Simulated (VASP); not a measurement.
Wanted: the native input for a VASP 6.6.1 run.

```yaml
Task: single point
Functional: PBE
Dispersion: D3(BJ)
Potentials_or_basis: VASP PAW PBE potentials, release 64 (C, O, H)
Cutoff: 520 eV
k_mesh: 1 × 1 × 1
Occupations: fermi-dirac, width 0.05 eV
Spin: no spin polarisation
Dipole_correction: no
Further_INCAR_settings: LREAL = Auto; ALGO = Normal; EDIFF = 1e-06; NBANDS = 66
```

The structure of H4CO lies in POSCAR:

```
H4CO
1.0
    8.4666280000      0.0000000000      0.0000000000
    0.0000000000      8.5824080000      0.0000000000
    0.0000000000      0.0000000000      9.0254100000
C O H
6 6 24
Direct
   -0.0212481285      0.2063406913      0.5898347000
    0.3536354733      0.6153983824      0.8463881419
    0.8949844023      0.6087335862      0.2217960181
    0.6738928414      0.6549560450      0.6229523091
    0.5667309347      0.2469936176      0.0885610737
    0.5171480311      1.0627903031      0.5657582315
   -0.1137288658      0.3658530333      0.5495152021
    0.3603441654      0.5978392078      1.0052839705
    0.7958422172      0.7274997879      0.1423647236
    0.7183379263      0.5782176750      0.7842303009
    0.4403878380      0.1422211575      0.0384691665
    0.6673731266      1.1341572202      0.5179930884
    0.0965673702      0.2572588020      0.6162822520
   -0.0462521797      0.4579833539      0.5654036770
   -0.0956342950      0.1947938154      0.6955362693
   -0.0315591992      0.1249183213      0.5072124147
    0.4052616933      0.7254723849      0.8207937368
    0.4395138183      0.5283132659      1.0222361089
    0.4182066343      0.5310980322      0.7795767727
    0.2336585474      0.6181132381      0.8115753190
    0.8327045903      0.5082722704      0.2033259431
    0.8414920320      0.6996987326      0.0326300966
    1.0216818313      0.6111105415      0.1595052192
    0.9305475568      0.6378745918      0.3313866074
    0.7590034663      0.5839852871      0.5735805908
    0.7699050909      0.6803568416      0.8221233163
    0.5472544678      0.6157945416      0.6289132571
    0.6834598142      0.7811560578      0.6308633070
    0.6773771093      0.2109198258      0.0353003354
    0.4145570114      0.0999136839      0.1305757855
    0.5489434519      0.3528962967      0.0344028692
    0.5893963925      0.2579112995      0.2063064171
    0.4669391404      1.1206878070      0.6641360337
    0.6561526029      1.2481345562      0.5021821723
    0.4266279326      1.1018935478      0.4787926532
    0.5023605620      0.9285622403      0.5676085629
```

One way to write it, as run:

INCAR

```
SYSTEM = H4CO
PREC = Accurate
ENCUT = 520
EDIFF = 1E-6
ISMEAR = -1
SIGMA = 0.05
LREAL = Auto
LASPH = .True.
NELM = 80
ALGO = Normal
ISIF = 2
LWAVE = .False.
LCHARG = .True.
GGA = PE
IVDW = 12
LELF = .True.
LVHAR = .True.
NBANDS = 66
```

KPOINTS

```
Automatic mesh
0
Gamma
  1 1 1
  0 0 0
```

Potentials or basis: VASP PAW PBE potentials, release 64 (C, O, H).

The run is started by

```console
$ cat potpaw_PBE.64/C/POTCAR potpaw_PBE.64/O/POTCAR potpaw_PBE.64/H/POTCAR > POTCAR
$ mpirun -np 1 vasp_gam > vasp.out
```

Results of the run:

| Quantity | Value |
| --- | --- |
| Pressure | -0.6 GPa |
| Largest force | 7.101 eV/Å |
| Band gap on the k mesh | 4.09 eV |
| Dispersion energy per atom | -0.022 eV |

Caveat: the k points lie up to 0.74 Å⁻¹ apart.

Run time: 75 s on 1 thread of Intel(R) Xeon(R) Platinum 8488C (Sapphire Rapids), with other jobs on the host, peak memory 0.56 GiB.
